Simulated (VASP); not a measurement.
# Nd (Im-3m) in VASP: a series of runs

The runs below take Nd through single point, with PBE.

Everything below comes from runs of VASP 6.6.1. Logs are shortened: lines on timing, memory, paths and dates and some standing lists are left out, and cuts for length are marked.

## (1) The cell of the first run

The structure is cubic, space group Im-3m (No. 229). The conventional cell has a = 4.130 Å, b = 4.130 Å, c = 4.130 Å, α = 90.00°, β = 90.00°, γ = 90.00°. Within 4.7 Å of Nd (site symmetry m-3m) lie 14 Nd at 3.58 to 4.13 Å.

## (2) Single point, PBE, non-collinear spin, typed start, spin-orbit coupling

INCAR

```
SYSTEM = Nd
PREC     = Accurate       ! precision mode
ENCUT    = 520            ! plane-wave cutoff, eV
EDIFF    = 1E-6           ! SCF threshold, eV
ISMEAR   = 0              ! smearing method
SIGMA    = 0.05           ! smearing width, eV
LREAL    = .False.        ! projectors in reciprocal space
LASPH    = .True.         ! aspherical terms in the spheres
NELM     = 150            ! most SCF steps
ALGO     = Normal         ! electronic algorithm
ISIF     = 2              ! what is computed and relaxed
LWAVE    = .False.        ! write WAVECAR
LCHARG   = .False.        ! write CHGCAR
MAGMOM   = 0 0 3.46       ! initial moments
LORBIT   = 11             ! projections on sites
LSORBIT  = .True.         ! spin-orbit coupling
GGA_COMPAT= .False.      
LORBMOM  = .True.       
LMAXMIX  = 6              ! l up to which the mixer works
GGA      = PE             ! functional
NBANDS   = 25             ! bands
```

KPOINTS

```
Automatic mesh
0
Gamma
  14 14 14
  0 0 0
```

POSCAR

```
Nd
1.0
   -2.0648307963      2.0648307963      2.0648307963
    2.0648307963     -2.0648307963      2.0648307963
    2.0648307963      2.0648307963     -2.0648307963
Nd
1
Direct
    0.0000000000      0.0000000000      0.0000000000
```

Potentials or basis: VASP PAW PBE potentials, release 64 (Nd).

Started as:

```
> cat potpaw_PBE.64/Nd/POTCAR > POTCAR
> mpirun -np 1 vasp_ncl > vasp.out
```

OUTCAR:

```text
SYSTEM = Nd
   PREC = Accurate
   ENCUT = 520
   EDIFF = 1E-6
   ISMEAR = 0
   LREAL = .False.
   LASPH = .True.
   NELM = 150
   ISIF = 2
   LORBIT = 11
   LSORBIT = .True.
   GGA = PE

 ion  position               nearest neighbor table
   1  0.000  0.000  0.000-

  LATTYP: Found a body centered cubic cell.
 ALAT       =     4.1296615926

  Lattice vectors:

 A1 = (  -2.0648307963,   2.0648307963,   2.0648307963)
 A2 = (   2.0648307963,  -2.0648307963,   2.0648307963)
 A3 = (   2.0648307963,   2.0648307963,  -2.0648307963)

Analysis of symmetry for initial positions (statically):
=====================================================================
 Subroutine PRICEL returns:
 Original cell was already a primitive cell.

 Routine SETGRP: Setting up the symmetry group for a
 body centered cubic supercell.

 Subroutine GETGRP returns: Found 48 space group operations
 (whereof 48 operations were pure point group operations)
 out of a pool of 48 trial point group operations.

The static configuration has the point symmetry O_h .

Analysis of symmetry for dynamics (positions and initial velocities):
=====================================================================
 Subroutine PRICEL returns:
 Original cell was already a primitive cell.

 Routine SETGRP: Setting up the symmetry group for a
 body centered cubic supercell.

 Subroutine GETGRP returns: Found 48 space group operations
 (whereof 48 operations were pure point group operations)
 out of a pool of 48 trial point group operations.

The dynamic configuration has the point symmetry O_h .

Analysis of structural, dynamic, and magnetic symmetry:
=====================================================================
 Subroutine PRICEL returns:
 Original cell was already a primitive cell.

 Routine SETGRP: Setting up the symmetry group for a
 body centered cubic supercell.

 Subroutine GETGRP returns: Found  8 space group operations
 (whereof  8 operations were pure point group operations)
 out of a pool of 48 trial point group operations.

The overall configuration has the point symmetry C_4h.

 Subroutine INISYM returns: Found  8 space group operations
 (whereof  8 operations are pure point group operations),
 and found     1 'primitive' translations

----------------------------------------------------------------------------------------

                                     Primitive cell

  volume of cell :      35.2138

  direct lattice vectors                    reciprocal lattice vectors
    -2.064830796  2.064830796  2.064830796     0.000000000  0.242150592  0.242150592
     2.064830796 -2.064830796  2.064830796     0.242150592  0.000000000  0.242150592
     2.064830796  2.064830796 -2.064830796     0.242150592  0.242150592  0.000000000

  length of vectors
     3.576391848  3.576391848  3.576391848     0.342452652  0.342452652  0.342452652

  position of ions in fractional coordinates (direct lattice)
     0.000000000  0.000000000  0.000000000

  ion indices of the primitive-cell ions
   primitive index   ion index
                 1           1

----------------------------------------------------------------------------------------

 KPOINTS: Automatic mesh

Automatic generation of k-mesh.
 Grid dimensions read from file:
 generate k-points for:   14   14   14

 Generating k-lattice:

  Cartesian coordinates                     Fractional coordinates (reciprocal lattice)
     0.000000000  0.017296471  0.017296471     0.071428571  0.000000000  0.000000000
     0.017296471  0.000000000  0.017296471     0.000000000  0.071428571  0.000000000
     0.017296471  0.017296471  0.000000000     0.000000000  0.000000000  0.071428571

  Length of vectors
[... 49 lines left out ...]
   ISPIN  =      1    spin polarized calculation?
   LNONCOLLINEAR =      T non collinear calculations
   LSORBIT =      T    spin-orbit coupling
   LASPH  =      T    aspherical Exc in radial PAW
   ENCUT  =  520.0 eV  38.22 Ry    6.18 a.u.   6.65  6.65  6.65*2*pi/ulx,y,z
   NELM   =    150;   NELMIN=  2; NELMDL= -5     # of ELM steps
   EDIFF  = 0.1E-05   stopping-criterion for ELM
   LREAL  =      F    real-space projection
   EDIFFG = 0.1E-04   stopping-criterion for IOM
   NSW    =      0    number of steps for IOM
   IBRION =     -1    ionic relax: 0-MD 1-quasi-New 2-CG
   NFREE  =      0    steps in history (QN), initial steepest desc. (CG)
   ISIF   =      2    stress and relaxation
   ISYM   =      2    0-nonsym 1-usesym 2-fastsym
   POTIM  = 0.5000    time-step for ionic-motion
   TEBEG  =    0.0;   TEEND  =   0.0 temperature during run
   PSTRESS=    0.0 pullay stress
   NELECT =      14.0000    total number of electrons
   NUPDOWN=      -1.0000    fix difference up-down
   EMIN   =  10.00;   EMAX   =-10.00  energy-range for DOS
   EFERMI =   0.00;   METHOD = LEGACY
   ISMEAR =     0;   SIGMA  =   0.05  broadening in eV -4-tet -1-fermi 0-gaus
   EFERMI_NEDOS =   21; number of points for ismear=-14 and -15
   IALGO  =     38    algorithm
   IMIX   =      4    mixing-type and parameters
     AMIX     =   0.40;   BMIX     =  1.00
     AMIX_MAG =   1.60;   BMIX_MAG =  1.00
  volume/ion in A,a.u.               =      35.21       237.63
  Fermi-wavevector in a.u.,A,eV,Ry     =   1.203778  2.274810 19.715948  1.449081
  Thomas-Fermi vector in A             =   2.339522
   LORBIT       =     11    0 simple, 1 ext, 2 COOP (PROOUT), +10 PAW based schemes
   GGA     = PE    functional components
   LHFCALC =     F    Hartree Fock is set to
   AEXX    =    0.0000 exact exchange contribution
   IVDW    =     0    specifies the selected vdW correction
   LEPSILON=     F    determine dielectric tensor
   LRPA    =     F    only Hartree local field effects (RPA)
 Gauss-broadening in eV      SIGMA  =   0.05
  energy-cutoff  :      520.00
  volume of cell :       35.21
 maximum number of plane-waves:      1924
   NGX = 13   NGY = 13   NGZ = 13

 number of electron      14.0000004 magnetization       0.0000000      0.0000000      3.9108576

 number of electron      14.0000004 magnetization      -0.0000000      0.0000000      3.9126091

 number of electron      14.0000004 magnetization      -0.0000000     -0.0000000      3.9126091

 Free energy of the ion-electron system (eV)
  ---------------------------------------------------
  ext. energy  EPLUGINS =         0.00000000
  ---------------------------------------------------
  free energy    TOTEN  =        -6.80986974 eV

  energy without entropy =       -6.80267634  energy(sigma->0) =       -6.80627304

 E-fermi :   4.4778     XC(G=0):  -9.7710

 val. band max:        4.4772690548   @ k =  -0.4286  -0.4286   0.2143
 cond. band min:       4.4785261503   @ k =  -0.2857   0.4286   0.1429
 fundamental gap:      0.0012570955
 Fermi energy:         4.4778418353

 k-point     1 :       0.0000    0.0000    0.0000
  band No.  band energies     occupation
      1     -32.8675      1.00000
      2     -31.2592      1.00000
      3     -15.3390      1.00000
      4     -14.9047      1.00000
      5     -12.5691      1.00000
      6     -12.0150      1.00000
[... 661 lines left out ...]
     24       6.8630      0.00000
     25       6.9431      0.00000

 [... further k-points ...]
[... 5 lines left out ...]
  --------------------------------------------------------------------------------------
  -------------------------------------------------------------------------------------
  Total        0.0614475      0.0614475     -0.0317453     -0.0000002      0.0000000      0.0000000
  in kB        2.7957691      2.7957691     -1.4443650     -0.0000091      0.0000000      0.0000000
  external PRESSURE =       1.3823911 kB  Pullay stress =       0.0000000 kB

 VOLUME and BASIS-vectors are now :
 -----------------------------------------------------------------------------
  energy-cutoff  :      520.00
  volume of cell :       35.21
      direct lattice vectors                 reciprocal lattice vectors
    -2.064830796  2.064830796  2.064830796     0.000000000  0.242150592  0.242150592
     2.064830796 -2.064830796  2.064830796     0.242150592  0.000000000  0.242150592
     2.064830796  2.064830796 -2.064830796     0.242150592  0.242150592  0.000000000

 POSITION                                       TOTAL-FORCE (eV/Angst)
 -----------------------------------------------------------------------------------
      0.00000      0.00000      0.00000         0.000000      0.000000      0.000000
 -----------------------------------------------------------------------------------
    total drift:                               -0.000000     -0.000000     -0.000000

  FREE ENERGIE OF THE ION-ELECTRON SYSTEM (eV)
  ---------------------------------------------------
  free  energy   TOTEN  =        -6.8098697408 eV

  energy  without entropy=       -6.8026763400  energy(sigma->0) =       -6.80627304

 orbital moment (x)

 # of ion     p       d       f       tot
 ------------------------------------------------
  1         0.000   0.000   0.000   0.000
 ------------------------------------------------
            0.000   0.000   0.000   0.000

 orbital moment (y)

 # of ion     p       d       f       tot
 ------------------------------------------------
  1        -0.000   0.000   0.000  -0.000
 ------------------------------------------------
           -0.000   0.000   0.000  -0.000

 orbital moment (z)

 # of ion     p       d       f       tot
 ------------------------------------------------
  1        -0.008  -0.015  -2.108  -2.131
 ------------------------------------------------
           -0.008  -0.015  -2.108  -2.131

 Spin-Orbit-Coupling matrix elements

 Ion:    1  E_soc:     -0.8818246
 l=   1
     0.0000000    -0.1078846    -0.1076620
    -0.1078846     0.0000000    -0.1078846
    -0.1076620    -0.1078846     0.0000000
 l=   2
     0.0000000     0.0000450     0.0000000     0.0000450    -0.0013645
     0.0000450     0.0000000    -0.0006598     0.0001090    -0.0002358
     0.0000000    -0.0006598     0.0000000    -0.0006598     0.0000000
     0.0000450     0.0001090    -0.0006598     0.0000000    -0.0002358
    -0.0013645    -0.0002358     0.0000000    -0.0002358     0.0000000
 l=   3
     0.0000000    -0.0026135     0.0000000     0.0000000     0.0000000    -0.0028792    -0.0517045
    -0.0026135     0.0000000    -0.0039378     0.0000000    -0.0039378    -0.0155736    -0.0026135
     0.0000000    -0.0039378     0.0000000    -0.0107408    -0.0016948    -0.0026044     0.0000000
     0.0000000     0.0000000    -0.0107408     0.0000000    -0.0107408     0.0000000     0.0000000
     0.0000000    -0.0039378    -0.0016948    -0.0107408     0.0000000    -0.0026044     0.0000000
    -0.0028792    -0.0155736    -0.0026044     0.0000000    -0.0026044     0.0000000    -0.0028792
    -0.0517045    -0.0026135     0.0000000     0.0000000     0.0000000    -0.0028792     0.0000000

 total charge

# of ion       s       p       d       f       tot
--------------------------------------------------
    1        2.026   5.404   0.528   3.286  11.244

 magnetization (x)

# of ion       s       p       d       f       tot
--------------------------------------------------
    1       -0.000  -0.000   0.000   0.000   0.000

 magnetization (y)

# of ion       s       p       d       f       tot
--------------------------------------------------
    1        0.000   0.000   0.000   0.000   0.000

 magnetization (z)

# of ion       s       p       d       f       tot
--------------------------------------------------
    1       -0.008  -0.095   0.167   3.227   3.291
```

It took 36 min on 1 thread of Intel Xeon Platinum 8259CL at 2.50GHz (Skylake/Cascade Lake), shared host; peak memory 0.61 GiB.

Results:

| Quantity | Value |
| --- | --- |
| Free energy | -6.8099 eV |
| Pressure | 0.1 GPa |
| Net moment | 3.91 μB per cell |
| Valence electrons inside the program's atomic spheres | Nd 11.24 |

Stress tensor (GPa, compression positive):
```
 0.28  0.00  0.00
 0.00  0.28  0.00
 0.00  0.00 -0.14
```

Moments on the atoms (μB; x, y, z):
```
Nd  0.00 0.00 3.29
```

Caveat: the magnetic or orbital state may not be the lowest. The state reached can hang on the start; a lower one may exist.

## (3) Single point, PBE, collinear spin, ferromagnetic start

This run uses another cell than the first one, of 34.19 Å³/atom, 0.971 times its volume.

INCAR

```
ALGO = Normal
EDIFF = 1E-6
ENCUT = 520
GGA = PE
ISIF = 2
ISMEAR = 0
ISPIN = 2
LASPH = True
LCHARG = True
LELF = True
LMAXMIX = 6
LORBIT = 11
LREAL = False
LVHAR = True
LWAVE = False
MAGMOM = 3
NBANDS = 17
NELM = 150
PREC = Accurate
SIGMA = 0.05
```

KPOINTS

```
k-points
0
Gamma
  8 8 8
```

POSCAR

```
Nd
1.0
   -2.0446324983      2.0446324983      2.0446324983
    2.0446324983     -2.0446324983      2.0446324983
    2.0446324983      2.0446324983     -2.0446324983
Nd
1
Direct
    0.0000000000      0.0000000000      0.0000000000
```

Potentials or basis: VASP PAW PBE potentials, release 64 (Nd).

Started as:

```
> cat potpaw_PBE.64/Nd/POTCAR > POTCAR
> mpirun -np 1 vasp_std > vasp.out
```

It took 2.8 min on 1 thread of Intel Xeon Platinum 8259CL at 2.50GHz (Skylake/Cascade Lake), shared host; peak memory 0.19 GiB.

Results (log left out):

```yaml
Free_energy: -6.3621 eV
Pressure: 0.7 GPa
Band_gap_on_the_k_mesh: zero (filled and empty bands overlap)
Net_moment: 3.97 μB per cell
Site_moments: Nd +3.33 μB
Valence_electrons_inside_the_program's_atomic_spheres: Nd 11.23
```

Levels at points of the mesh, in eV from the Fermi level:
Spin up:
```
           k point  band 5  band 6  band 7  band 8  band 9  band 10  band 11  band 12  band 13  band 14
(0.00, 0.00, 0.00)   -3.98   -0.16    0.06    0.06    0.06     0.32     0.32     0.32     1.68     1.68
(0.50, 0.00, 0.00)   -1.99   -0.44   -0.19   -0.14   -0.06     0.05     0.53     0.63     0.69     2.52
(0.50, 0.50, 0.50)   -1.86   -1.86   -0.62   -0.17   -0.17    -0.17     0.81     0.81     0.81     6.37
```
Spin down:
| k point | band 2 | band 3 | band 4 | band 5 | band 6 | band 7 | band 8 | band 9 |
| --- | --- | --- | --- | --- | --- | --- | --- | --- |
| (0.00, 0.00, 0.00) | -16.63 | -16.63 | -16.63 | -3.23 | 1.80 | 1.80 | 1.80 | 2.53 |
| (0.50, 0.00, 0.00) | -17.90 | -17.02 | -16.64 | -1.27 | 0.72 | 1.90 | 1.99 | 2.27 |
| (0.50, 0.50, 0.50) | -17.48 | -17.48 | -17.48 | -1.19 | -1.19 | 2.41 | 2.41 | 2.41 |

Caveat: the magnetic or orbital state may not be the lowest; spin-orbit coupling is left out, which moves the levels of the heavy elements.
